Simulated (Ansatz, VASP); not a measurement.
# TiAl3: VASP beside Ansatz

INCAR

```
PREC     = Accurate       # precision mode
ENCUT    = 600            # plane-wave cutoff, eV
EDIFF    = 1E-6           # SCF threshold, eV
ISMEAR   = 0              # smearing method
SIGMA    = 0.1            # smearing width, eV
LREAL    = F              # projectors in reciprocal space
LASPH    = T              # aspherical terms in the spheres
NELM     = 80             # most SCF steps
ALGO     = Normal         # electronic algorithm
ISIF     = 3              # what is computed and relaxed
LWAVE    = F              # write WAVECAR
LCHARG   = F              # write CHGCAR
GGA      = PE             # functional
IBRION   = 2              # ionic algorithm
NSW      = 90             # ionic steps
EDIFFG   = -0.04          # ionic threshold
```

File KPOINTS:

```
regular mesh
0
Gamma
  4 4 4
```

File POSCAR:

```
TiAl3
1.0
    3.8393924783      0.0000000000      0.0000000000
    0.0000000000      3.8393924783      0.0000000000
    0.0000000000      0.0000000000      5.3672336693
Ti Al
1 3
Direct
    0.0000000000      0.0000000000      0.5000000000
    0.5000000000      0.5000000000      0.0000000000
    0.5000000000      0.5000000000      0.5000000000
    0.0000000000      0.0000000000      0.0000000000
```

Input for Ansatz:

```yaml
crystal:
  lattice:
    - [3.8393924783, 0.0, 0.0]
    - [0.0, 3.8393924783, 0.0]
    - [0.0, 0.0, 5.3672336693]
  atoms:
    - { symbol: Ti, position: [0.0, 0.0, 0.5] }
    - { symbol: Al, position: [0.5, 0.5, 0.0] }
    - { symbol: Al, position: [0.5, 0.5, 0.5] }
    - { symbol: Al, position: [0.0, 0.0, 0.0] }
basis:
  ecutwfc: 420
kpoints:
  mp_grid: { grid: [4, 4, 4] }
hamiltonian:
  xc: pbe
scf:
  occupations: { method: gaussian, width: 0.1 }
  lower_state_search: "off"
output:
  forces: true
  stress: true
  eigenvalues: true
relax:
  adjacent_minimum: "off"
  f_tol: 0.04
  max_steps: 70
  cell: { stress_tol: 0.4 }
```

Alike in both runs: task relaxation of cell and atoms; functional PBE; k mesh 4 × 4 × 4; occupations gaussian, width 0.1 eV; no spin polarisation.

|  | VASP | Ansatz |
| --- | --- | --- |
| version | VASP 6.6.1 | Ansatz 0.2.0 |
| potentials or method | VASP PAW PBE potentials, release 64 (Ti_sv, Al), cutoff 600 eV | scalar-relativistic, plane waves, PAW |
| valence electrons in the cell | 21 | 21 |

|  | VASP | Ansatz | Ansatz less VASP |
| --- | --- | --- | --- |
| gap on the k mesh at the Fermi level, each at its own relaxed structure (eV) | none | none | - |
| relaxed volume (Å³/atom) | 19.64 | 19.64 | -0.003 |
| relaxed cell length with the largest relative difference (Å) | 5.430 | 5.429 | -0.0012 |

A gap of «none» marks a metal or a gap that the smearing closes.

The k mesh is coarse, so the values compare programs but aren't converged.
